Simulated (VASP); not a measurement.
# ScB2 (Fd-3m) in VASP: notebook

Runs on ScB2. Level: LDA. Tasks: single point, relaxation of volume and atoms at fixed shape.

All numbers are computed with VASP 6.6.1; they aren't measurements. Logs are shortened: lines on timing, memory, paths and dates and some standing lists are left out, and cuts for length are marked.

### Step 1. The cell of the first run

Symmetry: Fd-3m, No. 227, cubic system. Conventional cell: a = 6.014 Å, b = 6.014 Å, c = 6.014 Å, α = 90.00°, β = 90.00°, γ = 90.00°. Sc (site symmetry -43m) has 12 B at 2.49 Å and 4 Sc at 2.60 Å within 3.3 Å. Within 2.8 Å of B (site symmetry -3m) lie 6 B at 2.13 Å and 6 Sc at 2.49 Å.

### Step 2. Single point, LDA

Contents of INCAR:

```
SYSTEM = ScB2
PREC = Accurate
ENCUT = 520
EDIFF = 1E-6
ISMEAR = 1
SIGMA = 0.05
LREAL = .False.
LASPH = .True.
NELM = 100
ALGO = Normal
ISIF = 2
LWAVE = .False.
LCHARG = .False.
GGA = CA
NBANDS = 26
```

Contents of KPOINTS:

```
regular mesh
0
Gamma
  13 13 13
  0 0 0
```

Contents of POSCAR:

```
ScB2
1.0
    0.0000000000      3.0071416278      3.0071416278
    3.0071416278      0.0000000000      3.0071416278
    3.0071416278      3.0071416278      0.0000000000
Sc B
2 4
Direct
    0.2500000000      0.2500000000      0.2500000000
    0.0000000000      0.0000000000      0.0000000000
    0.6250000000      0.6250000000      0.6250000000
    0.1250000000      0.6250000000      0.6250000000
    0.6250000000      0.1250000000      0.6250000000
    0.6250000000      0.6250000000      0.1250000000
```

Potentials or basis: VASP PAW LDA potentials, release 64 (Sc_sv, B).

Started as:

```console
cat potpaw_LDA.64/Sc_sv/POTCAR potpaw_LDA.64/B/POTCAR > POTCAR
mpirun -np 1 vasp_std > vasp.out
```

OUTCAR:

```text
SYSTEM = ScB2
   PREC = Accurate
   ENCUT = 520
   EDIFF = 1E-6
   ISMEAR = 1
   LREAL = .False.
   LASPH = .True.
   NELM = 100
   ISIF = 2
   GGA = CA

 ion  position               nearest neighbor table
   1  0.250  0.250  0.250-   4 2.49   5 2.49   6 2.49   3 2.49   4 2.49   5 2.49   3 2.49   4 2.49
                             6 2.49   3 2.49   5 2.49   6 2.49   2 2.60   2 2.60   2 2.60   2 2.60
   2  0.000  0.000  0.000-   3 2.49   5 2.49   6 2.49   3 2.49   4 2.49   6 2.49   3 2.49   4 2.49
                             5 2.49   4 2.49   5 2.49   6 2.49   1 2.60   1 2.60   1 2.60   1 2.60
   3  0.625  0.625  0.625-   4 2.13   5 2.13   6 2.13   6 2.13   5 2.13   4 2.13   2 2.49   1 2.49
                             2 2.49   1 2.49   2 2.49   1 2.49
   4  0.125  0.625  0.625-   3 2.13   6 2.13   5 2.13   3 2.13   5 2.13   6 2.13   1 2.49   2 2.49
                             1 2.49   2 2.49   1 2.49   2 2.49
   5  0.625  0.125  0.625-   3 2.13   6 2.13   3 2.13   4 2.13   6 2.13   4 2.13   1 2.49   1 2.49
                             2 2.49   1 2.49   2 2.49   2 2.49
   6  0.625  0.625  0.125-   3 2.13   3 2.13   4 2.13   5 2.13   5 2.13   4 2.13   1 2.49   2 2.49
                             2 2.49   1 2.49   2 2.49   1 2.49

  LATTYP: Found a face centered cubic cell.
 ALAT       =     6.0142832556

  Lattice vectors:

 A1 = (   0.0000000000,   3.0071416278,   3.0071416278)
 A2 = (   3.0071416278,   0.0000000000,   3.0071416278)
 A3 = (   3.0071416278,   3.0071416278,   0.0000000000)

Analysis of symmetry for initial positions (statically):
=====================================================================
 Subroutine PRICEL returns:
 Original cell was already a primitive cell.

 Routine SETGRP: Setting up the symmetry group for a
 face centered cubic supercell.

 Subroutine GETGRP returns: Found 48 space group operations
 (whereof 24 operations were pure point group operations)
 out of a pool of 48 trial point group operations.

The static configuration has the point symmetry T_d .
 The point group associated with its full space group is O_h .

Analysis of symmetry for dynamics (positions and initial velocities):
=====================================================================
 Subroutine PRICEL returns:
 Original cell was already a primitive cell.

 Routine SETGRP: Setting up the symmetry group for a
 face centered cubic supercell.

 Subroutine GETGRP returns: Found 48 space group operations
 (whereof 24 operations were pure point group operations)
 out of a pool of 48 trial point group operations.

The dynamic configuration has the point symmetry T_d .
[... 107 lines left out ...]
   NELM   =    100;   NELMIN=  2; NELMDL= -5     # of ELM steps
   EDIFF  = 0.1E-05   stopping-criterion for ELM
   LREAL  =      F    real-space projection
   EDIFFG = 0.1E-04   stopping-criterion for IOM
   NSW    =      0    number of steps for IOM
   IBRION =     -1    ionic relax: 0-MD 1-quasi-New 2-CG
   NFREE  =      0    steps in history (QN), initial steepest desc. (CG)
   ISIF   =      2    stress and relaxation
   ISYM   =      2    0-nonsym 1-usesym 2-fastsym
   POTIM  = 0.5000    time-step for ionic-motion
   TEBEG  =    0.0;   TEEND  =   0.0 temperature during run
   PSTRESS=    0.0 pullay stress
   NELECT =      34.0000    total number of electrons
   NUPDOWN=      -1.0000    fix difference up-down
   EMIN   =  10.00;   EMAX   =-10.00  energy-range for DOS
   EFERMI =   0.00;   METHOD = LEGACY
   ISMEAR =     1;   SIGMA  =   0.05  broadening in eV -4-tet -1-fermi 0-gaus
   EFERMI_NEDOS =   21; number of points for ismear=-14 and -15
   IALGO  =     38    algorithm
   IMIX   =      4    mixing-type and parameters
     AMIX     =   0.40;   BMIX     =  1.00
     AMIX_MAG =   1.60;   BMIX_MAG =  1.00
  volume/ion in A,a.u.               =       9.06        61.17
  Fermi-wavevector in a.u.,A,eV,Ry     =   1.399815  2.645266 26.660365  1.959482
  Thomas-Fermi vector in A             =   2.522837
   LORBIT       =      0    0 simple, 1 ext, 2 COOP (PROOUT), +10 PAW based schemes
   GGA     = CA    functional components
   LHFCALC =     F    Hartree Fock is set to
   AEXX    =    0.0000 exact exchange contribution
   IVDW    =     0    specifies the selected vdW correction
   LEPSILON=     F    determine dielectric tensor
   LRPA    =     F    only Hartree local field effects (RPA)
 non-spin polarized calculation
 Methfessel and Paxton  Order N= 1 SIGMA  =   0.05
  energy-cutoff  :      520.00
  volume of cell :       54.39
 maximum number of plane-waves:      1477
   NGX = 15   NGY = 15   NGZ = 15

 number of electron      34.0000002 magnetization

 Free energy of the ion-electron system (eV)
  ---------------------------------------------------
  ext. energy  EPLUGINS =         0.00000000
  ---------------------------------------------------
  free energy    TOTEN  =       -43.51307992 eV

  energy without entropy =      -43.51316184  energy(sigma->0) =      -43.51310722

 E-fermi :   7.3871     XC(G=0): -12.6930

 val. band max:        7.3724337658   @ k =   0.4615   0.3846   0.0769
 cond. band min:       7.3992710072   @ k =  -0.3846   0.3846   0.0769
 fundamental gap:      0.0268372413
 Fermi energy:         7.3871017473

 k-point     1 :       0.0000    0.0000    0.0000
  band No.  band energies     occupation
      1     -40.1816      2.00000
      2     -39.6380      2.00000
      3     -19.4608      2.00000
      4     -19.4608      2.00000
      5     -19.4608      2.00000
      6     -18.7331      2.00000
[... 685 lines left out ...]
     25      12.9370      0.00000
     26      13.7767      0.00000

 [... further k-points ...]
[... 5 lines left out ...]
  --------------------------------------------------------------------------------------
  -------------------------------------------------------------------------------------
  Total        0.3277292      0.3277292      0.3277292     -0.0000000     -0.0000000      0.0000000
  in kB        9.6545965      9.6545965      9.6545965     -0.0000000     -0.0000000      0.0000000
  external PRESSURE =       9.6545965 kB  Pullay stress =       0.0000000 kB

 VOLUME and BASIS-vectors are now :
 -----------------------------------------------------------------------------
  energy-cutoff  :      520.00
  volume of cell :       54.39
      direct lattice vectors                 reciprocal lattice vectors
     0.000000000  3.007141628  3.007141628    -0.166270852  0.166270852  0.166270852
     3.007141628  0.000000000  3.007141628     0.166270852 -0.166270852  0.166270852
     3.007141628  3.007141628  0.000000000     0.166270852  0.166270852 -0.166270852

 POSITION                                       TOTAL-FORCE (eV/Angst)
 -----------------------------------------------------------------------------------
      1.50357      1.50357      1.50357         0.000000      0.000000     -0.000000
      0.00000      0.00000      0.00000        -0.000000      0.000000     -0.000000
      3.75893      3.75893      3.75893         0.000000     -0.000000      0.000000
      3.75893      2.25536      2.25536         0.000000     -0.000000      0.000000
      2.25536      3.75893      2.25536         0.000000     -0.000000      0.000000
      2.25536      2.25536      3.75893         0.000000     -0.000000      0.000000
 -----------------------------------------------------------------------------------
    total drift:                               -0.000000     -0.000000      0.000000

  FREE ENERGIE OF THE ION-ELECTRON SYSTEM (eV)
  ---------------------------------------------------
  free  energy   TOTEN  =       -43.5130799154 eV

  energy  without entropy=      -43.5131618397  energy(sigma->0) =      -43.51310722
```

OSZICAR:

```text
N       E                     dE             d eps       ncg     rms          rms(c)
DAV:   1     0.358543258572E+03    0.35854E+03   -0.14816E+04  4464   0.144E+03
DAV:   2    -0.183966040881E+02   -0.37694E+03   -0.36718E+03  4880   0.507E+02
DAV:   3    -0.462009339075E+02   -0.27804E+02   -0.26584E+02  7194   0.142E+02
DAV:   4    -0.469922737136E+02   -0.79134E+00   -0.78330E+00  7200   0.231E+01
DAV:   5    -0.470025891096E+02   -0.10315E-01   -0.10295E-01  7200   0.261E+00    0.204E+01
DAV:   6    -0.435975564746E+02    0.34050E+01   -0.15984E+01  7096   0.369E+01    0.808E+00
DAV:   7    -0.435541878831E+02    0.43369E-01   -0.80479E-01  7652   0.821E+00    0.576E+00
DAV:   8    -0.435159695048E+02    0.38218E-01   -0.84559E-02  7176   0.239E+00    0.112E+00
DAV:   9    -0.435130708446E+02    0.28987E-02   -0.80255E-03  6784   0.934E-01    0.591E-02
DAV:  10    -0.435130783460E+02   -0.75014E-05   -0.23903E-04  6686   0.126E-01    0.308E-02
DAV:  11    -0.435130798453E+02   -0.14993E-05   -0.87577E-06  5992   0.274E-02    0.421E-03
DAV:  12    -0.435130799154E+02   -0.70088E-07   -0.30059E-07  3790   0.669E-03
   1 F= -.43513080E+02 E0= -.43513107E+02  d E =0.819243E-04
```

Run time: 35 s. Hardware: 1 thread of Intel Xeon 6975P-C (Granite Rapids), shared host; peak memory 0.22 GiB.

Results:

| Item | Value |
| --- | --- |
| Free energy | -43.5131 eV |
| Pressure | 1.0 GPa |
| Band gap on the k mesh | zero (bands 17 and 18 overlap by 3.81 eV) |

### Step 3. Relaxation of volume and atoms at fixed shape, LDA

This run uses another cell than the first one, of 9.58 Å³/atom.

Contents of INCAR:

```
SYSTEM = ScB2
  ALGO = Normal
  EDIFF = 1E-6
  EDIFFG = -0.03
  ENCUT = 600
  IBRION = 2
  ISIF = 8
  ISMEAR = 1
  LASPH = .TRUE.
  LCHARG = .FALSE.
  LREAL = .FALSE.
  LWAVE = .FALSE.
  NELM = 80
  NSW = 80
  PREC = Accurate
  SIGMA = 0.05
```

Contents of KPOINTS:

```
k-points
0
G
  13 13 13
  0 0 0
```

POSCAR, as its differences from that of step 2:

```diff
@@ -2,5 +2,5 @@
 1.0
-    0.0000000000      3.0071416278      3.0071416278
-    3.0071416278      0.0000000000      3.0071416278
-    3.0071416278      3.0071416278      0.0000000000
+    0.0000000000      3.0629860000      3.0629860000
+    3.0629860000      0.0000000000      3.0629860000
+    3.0629860000      3.0629860000      0.0000000000
 Sc B
```

Potentials or basis: VASP PAW LDA potentials, release 64 (Sc_sv, B).

Started as:

```console
cat potpaw_LDA.64/Sc_sv/POTCAR potpaw_LDA.64/B/POTCAR > POTCAR
mpirun -np 1 vasp_std > vasp.out
```

OUTCAR:

```text
SYSTEM = ScB2
   EDIFF = 1E-6
   EDIFFG = -0.03
   ENCUT = 600
   IBRION = 2
   ISIF = 8
   ISMEAR = 1
   LASPH = .TRUE.
   LREAL = .FALSE.
   NELM = 80
   NSW = 80
   PREC = Accurate

 ion  position               nearest neighbor table
   1  0.250  0.250  0.250-   6 2.54   5 2.54   4 2.54   3 2.54   4 2.54   5 2.54   3 2.54   4 2.54
                             6 2.54   3 2.54   5 2.54   6 2.54   2 2.65   2 2.65   2 2.65   2 2.65
   2  0.000  0.000  0.000-   6 2.54   5 2.54   6 2.54   3 2.54   4 2.54   6 2.54   3 2.54   4 2.54
                             5 2.54   4 2.54   5 2.54   3 2.54   1 2.65   1 2.65   1 2.65   1 2.65
   3  0.625  0.625  0.625-   4 2.17   5 2.17   6 2.17   6 2.17   5 2.17   4 2.17   2 2.54   1 2.54
                             2 2.54   1 2.54   2 2.54   1 2.54
   4  0.125  0.625  0.625-   3 2.17   6 2.17   5 2.17   3 2.17   5 2.17   6 2.17   1 2.54   2 2.54
                             1 2.54   2 2.54   1 2.54   2 2.54
   5  0.625  0.125  0.625-   3 2.17   6 2.17   3 2.17   4 2.17   6 2.17   4 2.17   1 2.54   1 2.54
                             2 2.54   1 2.54   2 2.54   2 2.54
   6  0.625  0.625  0.125-   3 2.17   3 2.17   4 2.17   5 2.17   5 2.17   4 2.17   1 2.54   2 2.54
                             2 2.54   1 2.54   2 2.54   1 2.54

  LATTYP: Found a face centered cubic cell.
 ALAT       =     6.1259720000

  Lattice vectors:

 A1 = (   0.0000000000,   3.0629860000,   3.0629860000)
 A2 = (   3.0629860000,   0.0000000000,   3.0629860000)
 A3 = (   3.0629860000,   3.0629860000,   0.0000000000)

[... 193 lines left out ...]
  Total       -3.3303215     -3.3303215     -3.3303215      0.0000000      0.0000000      0.0000000
  in kB      -92.8392683    -92.8392683    -92.8392683      0.0000000      0.0000000      0.0000000
  external PRESSURE =     -92.8392683 kB  Pullay stress =       0.0000000 kB
[... 67 lines left out ...]
--------------------------------------- Ionic step        3  -------------------------------------------

 number of electron      34.0000000 magnetization

 Free energy of the ion-electron system (eV)
  ---------------------------------------------------
  ext. energy  EPLUGINS =         0.00000000
  ---------------------------------------------------
  free energy    TOTEN  =       -43.51754401 eV

  energy without entropy =      -43.51760232  energy(sigma->0) =      -43.51756345

 E-fermi :   7.3430     XC(G=0): -12.6697

 val. band max:        7.3300654724   @ k =   0.4615   0.3846   0.0769
 cond. band min:       7.3549429453   @ k =  -0.3846   0.3846   0.0769
 fundamental gap:      0.0248774729
 Fermi energy:         7.3430165073

 k-point     1 :       0.0000    0.0000    0.0000
  band No.  band energies     occupation
      1     -40.2364      2.00000
      2     -39.7021      2.00000
      3     -19.5129      2.00000
      4     -19.5129      2.00000
      5     -19.5129      2.00000
      6     -18.7938      2.00000
[... 565 lines left out ...]
     20      10.2594      0.00000
     21      10.5612      0.00000

 [... further k-points ...]

------------------------ aborting loop because EDIFF is reached ----------------------------------------

  FORCE on cell =-STRESS in cart. coord.  units (eV):
  Direction    XX          YY          ZZ          XY          YZ          ZX
  --------------------------------------------------------------------------------------
  -------------------------------------------------------------------------------------
  Total       -0.0089564     -0.0089564     -0.0089564      0.0000000     -0.0000000     -0.0000000
  in kB       -0.2625292     -0.2625292     -0.2625292      0.0000000     -0.0000000     -0.0000000
  external PRESSURE =      -0.2625292 kB  Pullay stress =       0.0000000 kB
[... 21 lines left out ...]
  FREE ENERGIE OF THE ION-ELECTRON SYSTEM (eV)
  ---------------------------------------------------
  free  energy   TOTEN  =       -43.5175440066 eV

  energy  without entropy=      -43.5176023220  energy(sigma->0) =      -43.51756345

 reached required accuracy - stopping structural energy minimisation
```

OSZICAR:

```text
N       E                     dE             d eps       ncg     rms          rms(c)
DAV:   1     0.430133928315E+03    0.43013E+03   -0.16553E+04  3600   0.197E+03
DAV:   2    -0.457275720584E+01   -0.43471E+03   -0.42937E+03  4778   0.665E+02
DAV:   3    -0.451407998599E+02   -0.40568E+02   -0.39053E+02  6061   0.214E+02
DAV:   4    -0.468737182623E+02   -0.17329E+01   -0.16891E+01  5776   0.364E+01
[... 25 lines left out ...]
DAV:   4    -0.435176001949E+02    0.52954E-02   -0.15487E-02  4826   0.152E+00    0.296E-01
DAV:   5    -0.435177562485E+02   -0.15605E-03   -0.23129E-03  6171   0.498E-01    0.696E-02
DAV:   6    -0.435175445114E+02    0.21174E-03   -0.13011E-03  5771   0.217E-01    0.138E-02
DAV:   7    -0.435175443694E+02    0.14201E-06   -0.36522E-05  4733   0.602E-02    0.330E-03
DAV:   8    -0.435175440066E+02    0.36274E-06   -0.14675E-06  2884   0.181E-02
   3 F= -.43517544E+02 E0= -.43517563E+02  d E =-.849357E-01
```

Wall time 1.9 min (1 thread of Intel Xeon 6975P-C (Granite Rapids), shared host); peak memory 0.25 GiB.

Results:

| Quantity | Value |
| --- | --- |
| Free energy | -43.5175 eV |
| Relaxed volume | 9.11 Å³/atom |
| Relaxed cell | a = 4.260 Å, b = 4.260 Å, c = 4.260 Å, α = 60.00°, β = 60.00°, γ = 60.00° |
| Space group after relaxing (to 0.1 Å) | Fd-3m (No. 227) |
| Energy gained by relaxing | 14.2 meV/atom |
| Ionic steps | 3 |
| Pressure after relaxing | 0.0 GPa |
| Band gap on the k mesh | zero (bands 17 and 18 overlap by 3.81 eV) |

The path:
| step | energy change (eV) | largest force (eV/Å) | pressure (GPa) | volume (Å³) |
| --- | --- | --- | --- | --- |
| 1 | 0.0000 | 0.0000 | -9.28 | 57.47 |
| 2 | -0.0508 | 0.0000 | 6.69 | 52.98 |
| 3 | -0.0849 | 0.0000 | -0.03 | 54.66 |

Final structure:
```
Sc B
1.0
     0.00000    3.01216    3.01216
     3.01216    0.00000    3.01216
     3.01216    3.01216    0.00000
Sc B
2 4
Direct
  0.25000 0.25000 0.25000
  0.00000 0.00000 0.00000
  0.62500 0.62500 0.62500
  0.12500 0.62500 0.62500
  0.62500 0.12500 0.62500
  0.62500 0.62500 0.12500
```

Levels at points of the mesh, in eV from the Fermi level:
```tsv
k point	band 15	band 16	band 17	band 18	band 19	band 20
(0.00, 0.00, 0.00)	-3.65	-2.81	-2.81	-2.81	4.42	4.42
```
